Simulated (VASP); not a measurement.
# Ti12H (a cell with a defect) in VASP: single point with PBE

Aim: the single point of Ti12H (a cell with a defect) with PBE.

Everything below comes from runs of VASP 6.6.1. Logs are shortened: lines on timing, memory, paths and dates and some standing lists are left out, and cuts for length are marked.

## 1. The cell of the first run

The cell holds a defect, 13 atoms: a = 5.900 Å, b = 8.850 Å, c = 4.685 Å, α = 90.00°, β = 90.00°, γ = 120.00°.

## 2. Single point, PBE

INCAR reads:

```
  PREC = Accurate
  ENCUT = 520
  EDIFF = 1E-7
  ISMEAR = -1
  SIGMA = 0.15
  LREAL = F
  LASPH = T
  NELM = 100
  ALGO = Normal
  ISIF = 2
  LWAVE = F
  LCHARG = F
  GGA = PE
  NBANDS = 84
```

KPOINTS reads:

```
regular mesh
0
Gamma
  4 3 5
```

POSCAR reads:

```
Ti12H
1.0
    5.9000000000      0.0000000000      0.0000000000
   -4.4250000000      7.6643250000      0.0000000000
    0.0000000000      0.0000000000      4.6846000000
Ti H
12 1
Direct
    0.0008396210      0.0015843535      0.0010017931
    0.1655010132      0.2215733284      0.5030245912
   -0.0021033865      0.3317064451     -0.0009300687
    0.1635530146      0.5515470704      0.4995276011
   -0.0072308848      0.6640618711     -0.0017444392
    0.1631309619      0.8912487401      0.5015698245
    0.5024498524      0.0039279389      0.0003336464
    0.6679780520      0.2236026004      0.5008359305
    0.5003963256      0.3336897900     -0.0030882039
    0.6648525362      0.5537039465      0.4990460231
    0.5028548839      0.6640374723     -0.0016667378
    0.6736315967      0.8913942193      0.5020791530
    0.3318257798      0.7773582148      0.2499833497
```

Potentials or basis: VASP PAW PBE potentials, release 64 (Ti_sv, H).

Command:

```
> cat potpaw_PBE.64/Ti_sv/POTCAR potpaw_PBE.64/H/POTCAR > POTCAR
> mpirun -np 1 vasp_std > vasp.out
```

OUTCAR:

```text
PREC = Accurate
   ENCUT = 520
   EDIFF = 1E-7
   ISMEAR = -1
   LREAL = F
   LASPH = T
   NELM = 100
   ISIF = 2
   GGA = PE

 ion  position               nearest neighbor table
   1  0.001  0.002  0.001-  12 2.87   6 2.88   2 2.88   6 2.88  12 2.88   2 2.89
   2  0.166  0.222  0.503-   9 2.88   1 2.88   3 2.88   1 2.89   3 2.91  12 2.91   6 2.92
   3  0.998  0.332  0.999-   8 2.88   2 2.88   4 2.88   4 2.89   8 2.89   2 2.91   7 2.91
   4  0.164  0.552  0.500-   3 2.88   3 2.89  11 2.91   5 2.91   8 2.91  11 2.92   5 2.92
   5  0.993  0.664  0.998-  10 2.88  10 2.88  11 2.89   6 2.91   4 2.91   9 2.91   4 2.92
   6  0.163  0.891  0.502-   1 2.88   1 2.88  12 2.89   5 2.91   7 2.91   2 2.92   7 2.92
   7  0.502  0.004  0.000-   8 2.88   8 2.89   6 2.91  12 2.91   3 2.91   6 2.92
   8  0.668  0.224  0.501-   3 2.88   9 2.88   7 2.88   7 2.89   3 2.89   9 2.91   4 2.91
   9  0.500  0.334  0.997-   2 2.88  10 2.88   8 2.88  10 2.89   8 2.91   5 2.91  11 2.92
  10  0.665  0.554  0.499-  11 2.88   5 2.88   9 2.88  11 2.88   5 2.88   9 2.89
  11  0.503  0.664  0.998-  10 2.88  10 2.88   5 2.89  12 2.91   4 2.91   9 2.92   4 2.92
  12  0.674  0.891  0.502-   1 2.87   1 2.88   6 2.89  11 2.91   7 2.91   2 2.91
  13  0.332  0.777  0.250-

  LATTYP: Found a simple monoclinic cell.
 ALAT       =     5.9000000000
 B/A-ratio  =     0.7940000000
 C/A-ratio  =     1.3228756849
 COS(beta)  =    -0.1889822323

  Lattice vectors:

 A1 = (   5.9000000000,   0.0000000000,   0.0000000000)
 A2 = (   0.0000000000,   0.0000000000,   4.6846000000)
 A3 = (  -1.4750000000,  -7.6643250000,   0.0000000000)

Analysis of symmetry for initial positions (statically):
=====================================================================
 Subroutine PRICEL returns:
 Original cell was already a primitive cell.

 Routine SETGRP: Setting up the symmetry group for a
 simple monoclinic supercell.

 Subroutine GETGRP returns: Found  1 space group operations
 (whereof  1 operations were pure point group operations)
 out of a pool of  4 trial point group operations.

The static configuration has the point symmetry C_1 .

Analysis of symmetry for dynamics (positions and initial velocities):
=====================================================================
 Subroutine PRICEL returns:
 Original cell was already a primitive cell.

 Routine SETGRP: Setting up the symmetry group for a
 simple monoclinic supercell.

 Subroutine GETGRP returns: Found  1 space group operations
 (whereof  1 operations were pure point group operations)
 out of a pool of  4 trial point group operations.

The dynamic configuration has the point symmetry C_1 .

 Subroutine INISYM returns: Found  1 space group operations
 (whereof  1 operations are pure point group operations),
 and found     1 'primitive' translations

----------------------------------------------------------------------------------------

                                     Primitive cell

  volume of cell :     211.8354

  direct lattice vectors                    reciprocal lattice vectors
     5.900000000  0.000000000  0.000000000     0.169491525  0.097855976  0.000000000
    -4.425000000  7.664325000  0.000000000     0.000000000  0.130474634  0.000000000
     0.000000000  0.000000000  4.684600000     0.000000000  0.000000000  0.213465397

  length of vectors
     5.900000000  8.850000153  4.684600000     0.195711955  0.130474634  0.213465397

  position of ions in fractional coordinates (direct lattice)
     0.000839621  0.001584354  0.001001793
     0.165501013  0.221573328  0.503024591
     0.997896613  0.331706445  0.999069931
     0.163553015  0.551547070  0.499527601
     0.992769115  0.664061871  0.998255561
     0.163130962  0.891248740  0.501569825
     0.502449852  0.003927939  0.000333646
     0.667978052  0.223602600  0.500835931
     0.500396326  0.333689790  0.996911796
     0.664852536  0.553703947  0.499046023
     0.502854884  0.664037472  0.998333262
     0.673631597  0.891394219  0.502079153
     0.331825780  0.777358215  0.249983350

  ion indices of the primitive-cell ions
   primitive index   ion index
                 1           1
                 2           2
                 3           3
                 4           4
                 5           5
                 6           6
                 7           7
                 8           8
                 9           9
                10          10
                11          11
                12          12
                13          13

----------------------------------------------------------------------------------------

 KPOINTS: regular mesh

Automatic generation of k-mesh.
 Grid dimensions read from file:
 generate k-points for:    4    3    5

 Generating k-lattice:

  Cartesian coordinates                     Fractional coordinates (reciprocal lattice)
     0.042372881  0.024463994  0.000000000     0.250000000  0.000000000  0.000000000
     0.000000000  0.043491545  0.000000000     0.000000000  0.333333333  0.000000000
     0.000000000  0.000000000  0.042693079     0.000000000  0.000000000  0.200000000

  Length of vectors
     0.048927989  0.043491545  0.042693079

  Shift w.r.t. Gamma in fractional coordinates (k-lattice)
     0.000000000  0.000000000  0.000000000

 Subroutine IBZKPT returns following result:
 ===========================================

 Found     31 irreducible k-points:

 Following reciprocal coordinates:
            Coordinates               Weight
  0.000000  0.000000  0.000000      1.000000
  0.250000  0.000000  0.000000      2.000000
  0.500000  0.000000  0.000000      1.000000
  0.000000  0.333333  0.000000      2.000000
  0.250000  0.333333  0.000000      2.000000
  0.500000  0.333333  0.000000      2.000000
[... 16 lines left out ...]
  0.500000  0.000000  0.400000      2.000000
  0.000000  0.333333  0.400000      2.000000
 [... further k-points ...]
   k-points           NKPTS =     31   k-points in BZ     NKDIM =     31   number of bands    NBANDS=     84
   number of dos      NEDOS =    301   number of ions     NIONS =     13
   total plane-waves  NPLWV = 120960
   dimension x,y,z NGX =    48 NGY =   70 NGZ =   36
   dimension x,y,z NGXF=    96 NGYF=  140 NGZF=   72
   ions per type =              12   1
   NGX,Y,Z   is equivalent  to a cutoff of  13.53, 13.15, 12.78 a.u.
   NGXF,Y,Z  is equivalent  to a cutoff of  27.05, 26.30, 25.55 a.u.
 SYSTEM =  unknown system
   PREC   = accura    normal or accurate (medium, high low for compatibility)
   ISTART =      0    job   : 0-new  1-cont  2-samecut
   ICHARG =      2    charge: 1-file 2-atom 10-const
   ISPIN  =      1    spin polarized calculation?
   LNONCOLLINEAR =      F non collinear calculations
   LSORBIT =      F    spin-orbit coupling
   LASPH  =      T    aspherical Exc in radial PAW
   ENCUT  =  520.0 eV  38.22 Ry    6.18 a.u.  10.97 16.46  8.71*2*pi/ulx,y,z
   NELM   =    100;   NELMIN=  2; NELMDL= -5     # of ELM steps
   EDIFF  = 0.1E-06   stopping-criterion for ELM
   LREAL  =      F    real-space projection
   EDIFFG = 0.1E-05   stopping-criterion for IOM
   NSW    =      0    number of steps for IOM
   IBRION =     -1    ionic relax: 0-MD 1-quasi-New 2-CG
   NFREE  =      0    steps in history (QN), initial steepest desc. (CG)
   ISIF   =      2    stress and relaxation
   ISYM   =      2    0-nonsym 1-usesym 2-fastsym
   POTIM  = 0.5000    time-step for ionic-motion
   TEBEG  =    0.0;   TEEND  =   0.0 temperature during run
   PSTRESS=    0.0 pullay stress
   NELECT =     145.0000    total number of electrons
   NUPDOWN=      -1.0000    fix difference up-down
   EMIN   =  10.00;   EMAX   =-10.00  energy-range for DOS
   EFERMI =   0.00;   METHOD = LEGACY
   ISMEAR =    -1;   SIGMA  =   0.15  broadening in eV -4-tet -1-fermi 0-gaus
   EFERMI_NEDOS =   21; number of points for ismear=-14 and -15
   IALGO  =     38    algorithm
   IMIX   =      4    mixing-type and parameters
     AMIX     =   0.40;   BMIX     =  1.00
     AMIX_MAG =   1.60;   BMIX_MAG =  1.00
  volume/ion in A,a.u.               =      16.30       109.96
  Fermi-wavevector in a.u.,A,eV,Ry     =   1.442773  2.726446 28.321806  2.081594
  Thomas-Fermi vector in A             =   2.561256
   LORBIT       =      0    0 simple, 1 ext, 2 COOP (PROOUT), +10 PAW based schemes
   GGA     = PE    functional components
   LHFCALC =     F    Hartree Fock is set to
   AEXX    =    0.0000 exact exchange contribution
   IVDW    =     0    specifies the selected vdW correction
   LEPSILON=     F    determine dielectric tensor
   LRPA    =     F    only Hartree local field effects (RPA)
 non-spin polarized calculation
  energy-cutoff  :      520.00
  volume of cell :      211.84
 maximum number of plane-waves:      5724
 NGX is ok and might be reduce to    48
   NGX = 21   NGY = 33   NGZ = 17

 number of electron     144.9999998 magnetization

 Free energy of the ion-electron system (eV)
  ---------------------------------------------------
  ext. energy  EPLUGINS =         0.00000000
  ---------------------------------------------------
  free energy    TOTEN  =       -98.42555046 eV

  energy without entropy =      -97.20175373  energy(sigma->0) =      -97.81365210

 E-fermi :   8.2203     XC(G=0): -11.4748

 val. band max:        8.2172326224   @ k =   0.5000  -0.3333   0.4000
 cond. band min:       8.2205882684   @ k =   0.2500   0.3333   0.4000
 fundamental gap:      0.0033556460
 Fermi energy:         8.2202583213

 k-point     1 :       0.0000    0.0000    0.0000
  band No.  band energies     occupation
      1     -48.6117      2.00000
      2     -48.5452      2.00000
      3     -48.5219      2.00000
      4     -48.5183      2.00000
      5     -48.5040      2.00000
      6     -48.4979      2.00000
[... 2077 lines left out ...]
     83       9.1111      0.00526
     84       9.2151      0.00263

 [... further k-points ...]

------------------------ aborting loop because EDIFF is reached ----------------------------------------

  FORCE on cell =-STRESS in cart. coord.  units (eV):
  Direction    XX          YY          ZZ          XY          YZ          ZX
  --------------------------------------------------------------------------------------
  -------------------------------------------------------------------------------------
  Total       -0.8453536     -0.7858149     -0.7023478      0.0257654      0.0045087     -0.0009633
  in kB       -6.3936748     -5.9433653     -5.3120774      0.1948722      0.0341009     -0.0072859
  external PRESSURE =      -5.8830391 kB  Pullay stress =       0.0000000 kB

 VOLUME and BASIS-vectors are now :
 -----------------------------------------------------------------------------
  energy-cutoff  :      520.00
  volume of cell :      211.84
      direct lattice vectors                 reciprocal lattice vectors
     5.900000000  0.000000000  0.000000000     0.169491525  0.097855976  0.000000000
    -4.425000000  7.664325000  0.000000000     0.000000000  0.130474634  0.000000000
     0.000000000  0.000000000  4.684600000     0.000000000  0.000000000  0.213465397

 POSITION                                       TOTAL-FORCE (eV/Angst)
 -----------------------------------------------------------------------------------
     -0.00206      0.01214      0.00469         0.007070      0.001496     -0.001087
     -0.00401      1.69821      2.35647         0.009348      0.003259      0.015645
      4.41979      2.54231      4.68024         0.008196      0.009594     -0.008034
     -1.47563      4.22724      2.34009         0.003570     -0.009198      0.011217
      2.91886      5.08959      4.67643        -0.012316     -0.013118     -0.021719
     -2.98130      6.83082      2.34965        -0.005723      0.010452      0.018791
      2.94707      0.03011      0.00156        -0.004240      0.000376     -0.006685
      2.95163      1.71376      2.34622        -0.006854     -0.006449      0.007149
      1.47576      2.55751      4.67013        -0.008756     -0.001004     -0.014707
      1.47249      4.24377      2.33783         0.000060     -0.000255      0.001457
      0.02848      5.08940      4.67679         0.000202     -0.006198     -0.012967
      0.03001      6.83193      2.35204        -0.004856      0.004223      0.011037
     -1.48204      5.95793      1.17107         0.014299      0.006822     -0.000099
 -----------------------------------------------------------------------------------
    total drift:                               -0.000028     -0.000019      0.000046

  FREE ENERGIE OF THE ION-ELECTRON SYSTEM (eV)
  ---------------------------------------------------
  free  energy   TOTEN  =       -98.4255504564 eV

  energy  without entropy=      -97.2017537338  energy(sigma->0) =      -97.81365210
```

Run time: 41 min. Hardware: 1 thread of Intel Xeon Platinum 8259CL at 2.50GHz (Skylake/Cascade Lake), shared host; peak memory 0.58 GiB.

What came out:

```yaml
Free_energy: -98.4256 eV
Pressure: -0.6 GPa
Largest_force: 0.028 eV/Å
Band_gap_on_the_k_mesh: zero (an odd number of electrons rules out a gap without spin polarisation)
```

Forces in eV/Å, atoms in the order of the input:
```
Ti   0.007  0.001 -0.001
Ti   0.009  0.003  0.016
Ti   0.008  0.010 -0.008
Ti   0.004 -0.009  0.011
Ti  -0.012 -0.013 -0.022
Ti  -0.006  0.010  0.019
Ti  -0.004  0.000 -0.007
Ti  -0.007 -0.006  0.007
Ti  -0.009 -0.001 -0.015
Ti   0.000  0.000  0.001
Ti   0.000 -0.006 -0.013
Ti  -0.005  0.004  0.011
H    0.014  0.007  0.000
```

Stress tensor (GPa, compression positive):
```
-0.64  0.02  0.00
 0.02 -0.59  0.00
 0.00  0.00 -0.53
```

Levels at points of the mesh, in eV from the Fermi level:
```csv
k point,band 69,band 70,band 71,band 72,band 73,band 74,band 75,band 76
"(0.00, 0.00, 0.00)",-0.61,-0.56,0.16,0.35,0.47,0.54,0.56,0.61
"(0.50, 0.00, 0.00)",-0.66,-0.64,-0.45,-0.40,0.09,0.26,0.36,0.43
```
